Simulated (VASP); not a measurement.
# SiO2 (P6_422) in VASP: a series of runs, part 2 of 3

VASP 6.6.1. The steps go on from the part before.

### Step 3. Single point, r2SCAN (strain +0.000 along x and y, +0.030 along z)

Contents of POSCAR:

```
SiO2
1.0
    5.0596778151      0.0000000000      0.0000000000
   -2.5298389075      4.3818095228      0.0000000000
    0.0000000000      0.0000000000      5.7073181498
Si O
3 6
Direct
    0.0000000000      0.5000000000      0.3333333333
    0.5000000000      0.5000000000      0.6666666667
    0.5000000000      0.0000000000      0.0000000000
    0.5834989535      0.7917494768      0.8333333333
    0.7917494768      0.5834989535      0.5000000000
    0.7917494768      0.2082505232      0.1666666667
    0.4165010465      0.2082505232      0.8333333333
    0.2082505232      0.4165010465      0.5000000000
    0.2082505232      0.7917494768      0.1666666667
```

Contents of INCAR.step1:

```
SYSTEM = SiO2
PREC     = Accurate       ! precision mode
ENCUT    = 520            ! plane-wave cutoff, eV
ISMEAR   = 0              ! smearing method
SIGMA    = 0.05           ! smearing width, eV
LREAL    = .FALSE.        ! projectors in reciprocal space
LASPH    = .TRUE.         ! aspherical terms in the spheres
NELM     = 100            ! most SCF steps
NBANDS   = 34             ! bands
GGA      = PE             ! functional
ALGO     = Normal         ! electronic algorithm
EDIFF    = 1E-4           ! SCF threshold, eV
LWAVE    = .TRUE.         ! write WAVECAR
LCHARG   = .FALSE.        ! write CHGCAR
```

Contents of INCAR.step2:

```
SYSTEM = SiO2
PREC     = Accurate       ! precision mode
ENCUT    = 520            ! plane-wave cutoff, eV
EDIFF    = 1E-6           ! SCF threshold, eV
ISMEAR   = 0              ! smearing method
SIGMA    = 0.05           ! smearing width, eV
LREAL    = .FALSE.        ! projectors in reciprocal space
LASPH    = .TRUE.         ! aspherical terms in the spheres
NELM     = 100            ! most SCF steps
ALGO     = Normal         ! electronic algorithm
ISIF     = 2              ! what is computed and relaxed
LWAVE    = .FALSE.        ! write WAVECAR
LCHARG   = .TRUE.         ! write CHGCAR
METAGGA  = R2SCAN         ! meta-GGA
LMIXTAU  = .TRUE.       
LELF     = .TRUE.         ! ELF
LVHAR    = .TRUE.       
NBANDS   = 34             ! bands
ISTART   = 1
```

Contents of KPOINTS:

```
regular mesh
0
G
  6 6 4
  0 0 0
```

Potentials or basis: VASP PAW PBE potentials, release 64 (Si, O).

On the command line:

```console
$ cat potpaw_PBE.64/Si/POTCAR potpaw_PBE.64/O/POTCAR > POTCAR
$ cp INCAR.step1 INCAR
$ mpirun -np 1 vasp_std > vasp.out
$ cp INCAR.step2 INCAR
$ mpirun -np 1 vasp_std > vasp.out
```

OUTCAR:

```text
SYSTEM = SiO2
   PREC = Accurate
   ENCUT = 520
   EDIFF = 1E-6
   ISMEAR = 0
   LREAL = .FALSE.
   LASPH = .TRUE.
   NELM = 100
   ISIF = 2
   METAGGA = R2SCAN
   ISTART = 1

 ion  position               nearest neighbor table
   1  0.000  0.500  0.333-   6 1.62   9 1.62   8 1.62   5 1.62
   2  0.500  0.500  0.667-   4 1.62   7 1.62   5 1.62   8 1.62
   3  0.500  0.000  0.000-   4 1.62   7 1.62   6 1.62   9 1.62
   4  0.583  0.792  0.833-   3 1.62   2 1.62
   5  0.792  0.583  0.500-   1 1.62   2 1.62
   6  0.792  0.208  0.167-   1 1.62   3 1.62
   7  0.417  0.208  0.833-   3 1.62   2 1.62
   8  0.208  0.417  0.500-   1 1.62   2 1.62
   9  0.208  0.792  0.167-   1 1.62   3 1.62

  LATTYP: Found a hexagonal cell.
 ALAT       =     5.0596778151
 C/A-ratio  =     1.1280003112

  Lattice vectors:

 A1 = (   5.0596778151,   0.0000000000,   0.0000000000)
 A2 = (  -2.5298389075,   4.3818095228,   0.0000000000)
 A3 = (   0.0000000000,   0.0000000000,   5.7073181498)

Analysis of symmetry for initial positions (statically):
=====================================================================
 Subroutine PRICEL returns:
 Original cell was already a primitive cell.

 Routine SETGRP: Setting up the symmetry group for a
 hexagonal supercell.

 Subroutine GETGRP returns: Found 12 space group operations
 (whereof  4 operations were pure point group operations)
 out of a pool of 24 trial point group operations.

The static configuration has the point symmetry D_2 .
 The point group associated with its full space group is D_6 .

Analysis of symmetry for dynamics (positions and initial velocities):
=====================================================================
 Subroutine PRICEL returns:
 Original cell was already a primitive cell.

 Routine SETGRP: Setting up the symmetry group for a
 hexagonal supercell.

 Subroutine GETGRP returns: Found 12 space group operations
 (whereof  4 operations were pure point group operations)
 out of a pool of 24 trial point group operations.

The dynamic configuration has the point symmetry D_2 .
 The point group associated with its full space group is D_6 .

 Subroutine INISYM returns: Found 12 space group operations
 (whereof  4 operations are pure point group operations),
 and found     1 'primitive' translations

----------------------------------------------------------------------------------------

                                     Primitive cell

  volume of cell :     126.5344

  direct lattice vectors                    reciprocal lattice vectors
     5.059677815  0.000000000  0.000000000     0.197641043  0.114108109  0.000000000
    -2.529838907  4.381809523  0.000000000     0.000000000  0.228216219  0.000000000
     0.000000000  0.000000000  5.707318150     0.000000000  0.000000000  0.175213642

  length of vectors
     5.059677815  5.059677815  5.707318150     0.228216219  0.228216219  0.175213642

  position of ions in fractional coordinates (direct lattice)
     1.000000000  0.500000000  0.333333333
     0.500000000  0.500000000  0.666666667
     0.500000000  0.000000000  0.000000000
[... 49 lines left out ...]
  0.333333 -0.000000  0.000000      6.000000
  0.500000  0.000000  0.000000      3.000000
  0.166667  0.166667  0.000000      6.000000
  0.333333  0.166667  0.000000     12.000000
[... 13 lines left out ...]
  0.333333  0.166667  0.500000     12.000000
  0.333333  0.333333  0.500000      2.000000
   k-points           NKPTS =     21   k-points in BZ     NKDIM =     21   number of bands    NBANDS=     34
   number of dos      NEDOS =    301   number of ions     NIONS =      9
   total plane-waves  NPLWV =  67200
   dimension x,y,z NGX =    40 NGY =   40 NGZ =   42
   dimension x,y,z NGXF=    80 NGYF=   80 NGZF=   84
   ions per type =               3   6
   NGX,Y,Z   is equivalent  to a cutoff of  13.14, 13.14, 12.23 a.u.
   NGXF,Y,Z  is equivalent  to a cutoff of  26.29, 26.29, 24.47 a.u.
 SYSTEM =  SiO2
   PREC   = accura    normal or accurate (medium, high low for compatibility)
   ISTART =      1    job   : 0-new  1-cont  2-samecut
   ICHARG =      0    charge: 1-file 2-atom 10-const
   ISPIN  =      1    spin polarized calculation?
   LNONCOLLINEAR =      F non collinear calculations
   LSORBIT =      F    spin-orbit coupling
   LASPH  =      T    aspherical Exc in radial PAW
   ENCUT  =  520.0 eV  38.22 Ry    6.18 a.u.   9.41  9.41 10.61*2*pi/ulx,y,z
   NELM   =    100;   NELMIN=  2; NELMDL=  0     # of ELM steps
   EDIFF  = 0.1E-05   stopping-criterion for ELM
   LREAL  =      F    real-space projection
   EDIFFG = 0.1E-04   stopping-criterion for IOM
   NSW    =      0    number of steps for IOM
   IBRION =     -1    ionic relax: 0-MD 1-quasi-New 2-CG
   NFREE  =      0    steps in history (QN), initial steepest desc. (CG)
   ISIF   =      2    stress and relaxation
   ISYM   =      2    0-nonsym 1-usesym 2-fastsym
   POTIM  = 0.5000    time-step for ionic-motion
   TEBEG  =    0.0;   TEEND  =   0.0 temperature during run
   PSTRESS=    0.0 pullay stress
   NELECT =      48.0000    total number of electrons
   NUPDOWN=      -1.0000    fix difference up-down
   EMIN   =  10.00;   EMAX   =-10.00  energy-range for DOS
   EFERMI =   0.00;   METHOD = LEGACY
   ISMEAR =     0;   SIGMA  =   0.05  broadening in eV -4-tet -1-fermi 0-gaus
   EFERMI_NEDOS =   21; number of points for ismear=-14 and -15
   IALGO  =     38    algorithm
   IMIX   =      4    mixing-type and parameters
     AMIX     =   0.40;   BMIX     =  1.00
     AMIX_MAG =   1.60;   BMIX_MAG =  1.00
  volume/ion in A,a.u.               =      14.06        94.88
  Fermi-wavevector in a.u.,A,eV,Ry     =   1.185093  2.239501 19.108640  1.404445
  Thomas-Fermi vector in A             =   2.321294
   LORBIT       =      0    0 simple, 1 ext, 2 COOP (PROOUT), +10 PAW based schemes
   METAGGA = R2SCAN    functional components
   LHFCALC =     F    Hartree Fock is set to
   AEXX    =    0.0000 exact exchange contribution
   IVDW    =     0    specifies the selected vdW correction
   LEPSILON=     F    determine dielectric tensor
   LRPA    =     F    only Hartree local field effects (RPA)
 non-spin polarized calculation
 Gauss-broadening in eV      SIGMA  =   0.05
  energy-cutoff  :      520.00
  volume of cell :      126.53
 maximum number of plane-waves:      3429
 NGX is ok and might be reduce to    40
   NGX = 19   NGY = 19   NGZ = 21

 number of electron      47.9999977 magnetization

 Free energy of the ion-electron system (eV)
  ---------------------------------------------------
  ext. energy  EPLUGINS =         0.00000000
  ---------------------------------------------------
  free energy    TOTEN  =       -89.28336095 eV

  energy without entropy =      -89.28336095  energy(sigma->0) =      -89.28336095

 E-fermi :   0.1401     XC(G=0):  -9.0755

 val. band max:       -0.0885798226   @ k =   0.0000   0.0000   0.5000
 cond. band min:       5.9985242679   @ k =   0.0000   0.0000   0.0000
 fundamental gap:      6.0871040906
 Fermi energy:         0.1401355615

 k-point     1 :       0.0000    0.0000    0.0000
  band No.  band energies     occupation
      1     -20.3783      2.00000
      2     -19.0220      2.00000
      3     -19.0220      2.00000
      4     -18.3975      2.00000
      5     -18.3612      2.00000
      6     -18.3612      2.00000
[... 766 lines left out ...]
     33      12.0984      0.00000
     34      12.1023      0.00000

------------------------ aborting loop because EDIFF is reached ----------------------------------------

  FORCE on cell =-STRESS in cart. coord.  units (eV):
  Direction    XX          YY          ZZ          XY          YZ          ZX
  --------------------------------------------------------------------------------------
  -------------------------------------------------------------------------------------
  Total       -3.5226777     -3.5226777     -5.4647539     -0.0000000      0.0000000      0.0000000
  in kB      -44.6041280    -44.6041280    -69.1946875     -0.0000000      0.0000000      0.0000000
  external PRESSURE =     -52.8009812 kB  Pullay stress =       0.0000000 kB

 VOLUME and BASIS-vectors are now :
 -----------------------------------------------------------------------------
  energy-cutoff  :      520.00
  volume of cell :      126.53
      direct lattice vectors                 reciprocal lattice vectors
     5.059677815  0.000000000  0.000000000     0.197641043  0.114108109  0.000000000
    -2.529838907  4.381809523  0.000000000     0.000000000  0.228216219  0.000000000
     0.000000000  0.000000000  5.707318150     0.000000000  0.000000000  0.175213642

 POSITION                                       TOTAL-FORCE (eV/Angst)
 -----------------------------------------------------------------------------------
     -1.26492      2.19090      1.90244        -0.000000     -0.000000      0.000000
      1.26492      2.19090      3.80488        -0.000000     -0.000000     -0.000000
      2.52984      0.00000      0.00000        -0.000000     -0.000000      0.000000
      0.94932      3.46930      4.75610        -0.177114     -0.102257     -0.000000
      2.52984      2.55678      2.85366        -0.000000     -0.204514      0.000000
      3.47916      0.91251      0.95122        -0.177114      0.102257      0.000000
      1.58052      0.91251      4.75610         0.177114      0.102257     -0.000000
     -0.00000      1.82503      2.85366         0.000000      0.204514     -0.000000
     -0.94932      3.46930      0.95122         0.177114     -0.102257      0.000000
 -----------------------------------------------------------------------------------
    total drift:                               -0.000000      0.000000     -0.000001

  FREE ENERGIE OF THE ION-ELECTRON SYSTEM (eV)
  ---------------------------------------------------
  free  energy   TOTEN  =       -89.2833609454 eV

  energy  without entropy=      -89.2833609454  energy(sigma->0) =      -89.28336095
```

Run time: 3.7 min. Hardware: 1 thread of Intel Xeon Platinum 8124M at 3.00GHz (Skylake/Cascade Lake), shared host; peak memory 0.3 GiB.

What came out:

* Free energy: -89.2834 eV
* Pressure: -5.3 GPa
* Largest force: 0.205 eV/Å
* Band gap on the k mesh: 6.09 eV (least direct gap 6.22 eV)

Forces on the atoms (eV/Å):
```
Si   0.000  0.000  0.000
Si   0.000  0.000  0.000
Si   0.000  0.000  0.000
O   -0.177 -0.102  0.000
O    0.000 -0.205  0.000
O   -0.177  0.102  0.000
O    0.177  0.102  0.000
O    0.000  0.205  0.000
O    0.177 -0.102  0.000
```

Caveat: the cell differs from its parent crystal (strain +0.000 along x and y, +0.030 along z); the cell stands under tension; the PAW data sets were made with another functional, which shifts forces and pressure a little.

(Part 2 of 3 ends here.)
